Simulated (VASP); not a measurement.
# ZrS2 (P-3m1) in VASP: single point with LDA

Aim: the single point of ZrS2 with LDA.

Everything below comes from runs of VASP 6.6.1. Logs are shortened: lines on timing, memory, paths and dates and some standing lists are left out, and cuts for length are marked.

## Step 1: The cell of the first run

It takes space group P-3m1 (No. 164, trigonal). The conventional cell has a = 3.585 Å, b = 3.585 Å, c = 5.867 Å, α = 90.00°, β = 90.00°, γ = 120.00°. Zr (site symmetry -3m) has 6 S at 2.53 Å within 3.3 Å. S (site symmetry 3m) has 3 Zr at 2.53 Å within 3.3 Å.

## Step 2: Single point, LDA

Contents of INCAR:

```
  PREC = Accurate
  ENCUT = 500
  EDIFF = 1E-6
  ISMEAR = 0
  SIGMA = 0.01
  LREAL = False
  LASPH = True
  NELM = 120
  ALGO = Normal
  ISIF = 2
  LWAVE = False
  LCHARG = False
  GGA = CA
  NBANDS = 19
  GGA_COMPAT = False
```

Contents of KPOINTS:

```
regular mesh
0
Gamma
  6 6 4
```

Contents of POSCAR:

```
ZrS2
1.0
    3.5849639063      0.0000000000      0.0000000000
   -1.7924819532      3.1046698145      0.0000000000
    0.0000000000      0.0000000000      5.8669184423
Zr S
1 2
Direct
    0.0000000000      0.0000000000      0.0000000000
    0.6666666667      0.3333333333      0.7512131438
    0.3333333333      0.6666666667      0.2487868562
```

Potentials or basis: VASP PAW LDA potentials, release 64 (Zr_sv, S).

Launch:

```
> cat potpaw_LDA.64/Zr_sv/POTCAR potpaw_LDA.64/S/POTCAR > POTCAR
> mpirun -np 1 vasp_std > vasp.out
```

OUTCAR:

```text
PREC = Accurate
   ENCUT = 500
   EDIFF = 1E-6
   ISMEAR = 0
   LREAL = False
   LASPH = True
   NELM = 120
   ISIF = 2
   GGA = CA

 ion  position               nearest neighbor table
   1  0.000  0.000  0.000-   2 2.53   3 2.53   2 2.53   3 2.53   2 2.53   3 2.53
   2  0.667  0.333  0.751-   1 2.53   1 2.53   1 2.53
   3  0.333  0.667  0.249-   1 2.53   1 2.53   1 2.53

  LATTYP: Found a hexagonal cell.
 ALAT       =     3.5849639063
 C/A-ratio  =     1.6365348705

  Lattice vectors:

 A1 = (   3.5849639063,   0.0000000000,   0.0000000000)
 A2 = (  -1.7924819532,   3.1046698145,   0.0000000000)
 A3 = (   0.0000000000,   0.0000000000,   5.8669184423)

Analysis of symmetry for initial positions (statically):
=====================================================================
 Subroutine PRICEL returns:
 Original cell was already a primitive cell.

 Routine SETGRP: Setting up the symmetry group for a
 hexagonal supercell.

 Subroutine GETGRP returns: Found 12 space group operations
 (whereof 12 operations were pure point group operations)
 out of a pool of 24 trial point group operations.

The static configuration has the point symmetry D_3d.

Analysis of symmetry for dynamics (positions and initial velocities):
=====================================================================
 Subroutine PRICEL returns:
 Original cell was already a primitive cell.

 Routine SETGRP: Setting up the symmetry group for a
 hexagonal supercell.

 Subroutine GETGRP returns: Found 12 space group operations
 (whereof 12 operations were pure point group operations)
 out of a pool of 24 trial point group operations.

The dynamic configuration has the point symmetry D_3d.

 Subroutine INISYM returns: Found 12 space group operations
 (whereof 12 operations are pure point group operations),
 and found     1 'primitive' translations

----------------------------------------------------------------------------------------

                                     Primitive cell

  volume of cell :      65.2996

  direct lattice vectors                    reciprocal lattice vectors
     3.584963906  0.000000000  0.000000000     0.278942836  0.161047722  0.000000000
    -1.792481953  3.104669814  0.000000000     0.000000000  0.322095443  0.000000000
     0.000000000  0.000000000  5.866918442     0.000000000  0.000000000  0.170447230

  length of vectors
     3.584963906  3.584963906  5.866918442     0.322095443  0.322095443  0.170447230

  position of ions in fractional coordinates (direct lattice)
     0.000000000  0.000000000  0.000000000
     0.666666667  0.333333333  0.751213144
     0.333333333  0.666666667  0.248786856

  ion indices of the primitive-cell ions
   primitive index   ion index
                 1           1
                 2           2
                 3           3

----------------------------------------------------------------------------------------

 KPOINTS: regular mesh

Automatic generation of k-mesh.
 Grid dimensions read from file:
 generate k-points for:    6    6    4

 Generating k-lattice:

  Cartesian coordinates                     Fractional coordinates (reciprocal lattice)
     0.046490473  0.026841287  0.000000000     0.166666667 -0.000000000  0.000000000
     0.000000000  0.053682574  0.000000000     0.000000000  0.166666667  0.000000000
     0.000000000  0.000000000  0.042611808     0.000000000  0.000000000  0.250000000

  Length of vectors
     0.053682574  0.053682574  0.042611808

  Shift w.r.t. Gamma in fractional coordinates (k-lattice)
     0.000000000  0.000000000  0.000000000

 Subroutine IBZKPT returns following result:
 ===========================================

 Found     24 irreducible k-points:

 Following reciprocal coordinates:
            Coordinates               Weight
  0.000000  0.000000  0.000000      1.000000
  0.166667 -0.000000  0.000000      6.000000
  0.333333 -0.000000  0.000000      6.000000
  0.500000 -0.000000  0.000000      3.000000
  0.166667  0.166667  0.000000      6.000000
  0.333333  0.166667  0.000000     12.000000
[... 16 lines left out ...]
  0.333333  0.166667  0.500000     12.000000
  0.333333  0.333333  0.500000      2.000000
   k-points           NKPTS =     24   k-points in BZ     NKDIM =     24   number of bands    NBANDS=     19
   number of dos      NEDOS =    301   number of ions     NIONS =      3
   total plane-waves  NPLWV =  37632
   dimension x,y,z NGX =    28 NGY =   28 NGZ =   48
   dimension x,y,z NGXF=    56 NGYF=   56 NGZF=   96
   ions per type =               1   2
   NGX,Y,Z   is equivalent  to a cutoff of  12.98, 12.98, 13.60 a.u.
   NGXF,Y,Z  is equivalent  to a cutoff of  25.97, 25.97, 27.20 a.u.
 SYSTEM =  unknown system
   PREC   = accura    normal or accurate (medium, high low for compatibility)
   ISTART =      0    job   : 0-new  1-cont  2-samecut
   ICHARG =      2    charge: 1-file 2-atom 10-const
   ISPIN  =      1    spin polarized calculation?
   LNONCOLLINEAR =      F non collinear calculations
   LSORBIT =      F    spin-orbit coupling
   LASPH  =      T    aspherical Exc in radial PAW
   ENCUT  =  500.0 eV  36.75 Ry    6.06 a.u.   6.54  6.54 10.70*2*pi/ulx,y,z
   NELM   =    120;   NELMIN=  2; NELMDL= -5     # of ELM steps
   EDIFF  = 0.1E-05   stopping-criterion for ELM
   LREAL  =      F    real-space projection
   EDIFFG = 0.1E-04   stopping-criterion for IOM
   NSW    =      0    number of steps for IOM
   IBRION =     -1    ionic relax: 0-MD 1-quasi-New 2-CG
   NFREE  =      0    steps in history (QN), initial steepest desc. (CG)
   ISIF   =      2    stress and relaxation
   ISYM   =      2    0-nonsym 1-usesym 2-fastsym
   POTIM  = 0.5000    time-step for ionic-motion
   TEBEG  =    0.0;   TEEND  =   0.0 temperature during run
   PSTRESS=    0.0 pullay stress
   NELECT =      24.0000    total number of electrons
   NUPDOWN=      -1.0000    fix difference up-down
   EMIN   =  10.00;   EMAX   =-10.00  energy-range for DOS
   EFERMI =   0.00;   METHOD = LEGACY
   ISMEAR =     0;   SIGMA  =   0.01  broadening in eV -4-tet -1-fermi 0-gaus
   EFERMI_NEDOS =   21; number of points for ismear=-14 and -15
   IALGO  =     38    algorithm
   IMIX   =      4    mixing-type and parameters
     AMIX     =   0.40;   BMIX     =  1.00
     AMIX_MAG =   1.60;   BMIX_MAG =  1.00
  volume/ion in A,a.u.               =      21.77       146.89
  Fermi-wavevector in a.u.,A,eV,Ry     =   1.172668  2.216022 18.710062  1.375151
  Thomas-Fermi vector in A             =   2.309093
   LORBIT       =      0    0 simple, 1 ext, 2 COOP (PROOUT), +10 PAW based schemes
   GGA     = CA    functional components
   LHFCALC =     F    Hartree Fock is set to
   AEXX    =    0.0000 exact exchange contribution
   IVDW    =     0    specifies the selected vdW correction
   LEPSILON=     F    determine dielectric tensor
   LRPA    =     F    only Hartree local field effects (RPA)
 non-spin polarized calculation
 Gauss-broadening in eV      SIGMA  =   0.01
  energy-cutoff  :      500.00
  volume of cell :       65.30
 maximum number of plane-waves:      1689
 NGX is ok and might be reduce to    28
   NGX = 13   NGY = 13   NGZ = 21

 number of electron      24.0000000 magnetization

 Free energy of the ion-electron system (eV)
  ---------------------------------------------------
  ext. energy  EPLUGINS =         0.00000000
  ---------------------------------------------------
  free energy    TOTEN  =       -23.37316940 eV

  energy without entropy =      -23.37316940  energy(sigma->0) =      -23.37316940

 E-fermi :   5.0028     XC(G=0): -10.1292

 val. band max:        4.9179050854   @ k =   0.0000   0.0000   0.0000
 cond. band min:       5.5736152589   @ k =   0.5000  -0.0000   0.5000
 fundamental gap:      0.6557101734
 Fermi energy:         5.0027511290

 k-point     1 :       0.0000    0.0000    0.0000
  band No.  band energies     occupation
      1     -43.6174      2.00000
      2     -21.8832      2.00000
      3     -21.6930      2.00000
      4     -21.6930      2.00000
      5      -7.9303      2.00000
      6      -6.3148      2.00000
[... 11 lines left out ...]
     18      10.6825      0.00000
     19      10.8200      0.00000

 k-point     2 :       0.1667   -0.0000    0.0000
  band No.  band energies     occupation
      1     -43.6106      2.00000
      2     -21.8638      2.00000
      3     -21.7813      2.00000
      4     -21.7119      2.00000
      5      -7.6218      2.00000
      6      -6.3877      2.00000
[... 11 lines left out ...]
     18      11.9481      0.00000
     19      12.4312      0.00000

 k-point     3 :       0.3333   -0.0000    0.0000
  band No.  band energies     occupation
      1     -43.5969      2.00000
      2     -21.9537      2.00000
      3     -21.8234      2.00000
      4     -21.7492      2.00000
      5      -6.9867      2.00000
      6      -6.4726      2.00000
[... 11 lines left out ...]
     18      12.5295      0.00000
     19      13.0328      0.00000

 k-point     4 :       0.5000   -0.0000    0.0000
  band No.  band energies     occupation
      1     -43.5901      2.00000
      2     -22.0369      2.00000
      3     -21.8036      2.00000
      4     -21.7677      2.00000
      5      -6.8170      2.00000
      6      -6.3015      2.00000
[... 11 lines left out ...]
     18      11.5229      0.00000
     19      13.1026      0.00000

 k-point     5 :       0.1667    0.1667    0.0000
  band No.  band energies     occupation
      1     -43.6004      2.00000
      2     -21.8939      2.00000
      3     -21.8349      2.00000
      4     -21.7566      2.00000
      5      -7.1235      2.00000
      6      -6.4865      2.00000
[... 11 lines left out ...]
     18      13.3373      0.00000
     19      13.8676      0.00000

 k-point     6 :       0.3333    0.1667    0.0000
  band No.  band energies     occupation
      1     -43.5901      2.00000
      2     -21.9921      2.00000
      3     -21.8161      2.00000
      4     -21.8024      2.00000
      5      -6.6928      2.00000
      6      -6.4326      2.00000
[... 11 lines left out ...]
     18      12.7095      0.00000
     19      13.2080      0.00000

 k-point     7 :       0.3333    0.3333    0.0000
  band No.  band energies     occupation
      1     -43.5867      2.00000
      2     -21.9296      2.00000
      3     -21.9296      2.00000
      4     -21.7947      2.00000
      5      -6.4719      2.00000
      6      -6.4719      2.00000
[... 11 lines left out ...]
     18      12.4351      0.00000
     19      14.8320      0.00000

 k-point     8 :       0.0000    0.0000    0.2500
  band No.  band energies     occupation
      1     -43.6174      2.00000
      2     -21.8836      2.00000
      3     -21.6930      2.00000
      4     -21.6930      2.00000
      5      -7.8028      2.00000
      6      -6.5265      2.00000
[... 256 lines left out ...]
 k-point    20 :       0.3333   -0.0000    0.5000
  band No.  band energies     occupation
      1     -43.5969      2.00000
      2     -21.9536      2.00000
      3     -21.8239      2.00000
      4     -21.7492      2.00000
      5      -6.9252      2.00000
      6      -6.5316      2.00000
[... 11 lines left out ...]
     18      11.6095      0.00000
     19      12.5095      0.00000

 k-point    21 :       0.5000   -0.0000    0.5000
  band No.  band energies     occupation
      1     -43.5901      2.00000
      2     -22.0367      2.00000
      3     -21.8040      2.00000
      4     -21.7677      2.00000
      5      -6.9211      2.00000
      6      -6.1625      2.00000
[... 11 lines left out ...]
     18      11.6290      0.00000
     19      12.2848      0.00000

 k-point    22 :       0.1667    0.1667    0.5000
  band No.  band energies     occupation
      1     -43.6004      2.00000
      2     -21.8938      2.00000
      3     -21.8354      2.00000
      4     -21.7565      2.00000
      5      -6.8658      2.00000
      6      -6.7678      2.00000
[... 11 lines left out ...]
     18      13.3043      0.00000
     19      13.4836      0.00000

 k-point    23 :       0.3333    0.1667    0.5000
  band No.  band energies     occupation
      1     -43.5901      2.00000
      2     -21.9920      2.00000
      3     -21.8161      2.00000
      4     -21.8027      2.00000
      5      -6.7696      2.00000
      6      -6.3439      2.00000
[... 11 lines left out ...]
     18      12.0407      0.00000
     19      12.9710      0.00000

 k-point    24 :       0.3333    0.3333    0.5000
  band No.  band energies     occupation
      1     -43.5866      2.00000
      2     -21.9295      2.00000
      3     -21.9295      2.00000
      4     -21.7950      2.00000
      5      -6.4780      2.00000
      6      -6.4780      2.00000
[... 11 lines left out ...]
     18      12.9822      0.00000
     19      13.6932      0.00000

------------------------ aborting loop because EDIFF is reached ----------------------------------------

  FORCE on cell =-STRESS in cart. coord.  units (eV):
  Direction    XX          YY          ZZ          XY          YZ          ZX
  --------------------------------------------------------------------------------------
  -------------------------------------------------------------------------------------
  Total        0.2573954      0.2573954     -0.4726689     -0.0000000      0.0000000      0.0000000
  in kB        6.3154041      6.3154041    -11.5973124     -0.0000000      0.0000000      0.0000000
  external PRESSURE =       0.3444986 kB  Pullay stress =       0.0000000 kB

 VOLUME and BASIS-vectors are now :
 -----------------------------------------------------------------------------
  energy-cutoff  :      500.00
  volume of cell :       65.30
      direct lattice vectors                 reciprocal lattice vectors
     3.584963906  0.000000000  0.000000000     0.278942836  0.161047722  0.000000000
    -1.792481953  3.104669814  0.000000000     0.000000000  0.322095443  0.000000000
     0.000000000  0.000000000  5.866918442     0.000000000  0.000000000  0.170447230

 POSITION                                       TOTAL-FORCE (eV/Angst)
 -----------------------------------------------------------------------------------
      0.00000      0.00000      0.00000         0.000000      0.000000     -0.000000
      1.79248      1.03489      4.40731        -0.000000     -0.000000     -0.018890
     -0.00000      2.06978      1.45961         0.000000      0.000000      0.018890
 -----------------------------------------------------------------------------------
    total drift:                               -0.000000     -0.000000     -0.000000

  FREE ENERGIE OF THE ION-ELECTRON SYSTEM (eV)
  ---------------------------------------------------
  free  energy   TOTEN  =       -23.3731693983 eV

  energy  without entropy=      -23.3731693983  energy(sigma->0) =      -23.37316940
```

Wall time 47 s (1 thread of Intel Xeon 8259CL, shared host); peak memory 0.17 GiB.

Results:

```yaml
Free_energy: -23.3732 eV
Pressure: 0.0 GPa
Largest_force: 0.019 eV/Å
Band_gap_on_the_k_mesh: 0.66 eV, indirect (least direct gap 1.45 eV)
```

Forces in eV/Å, atoms in the order of the input:
```
Zr   0.000  0.000  0.000
S    0.000  0.000 -0.019
S    0.000  0.000  0.019
```

A k mesh can miss the band edges.
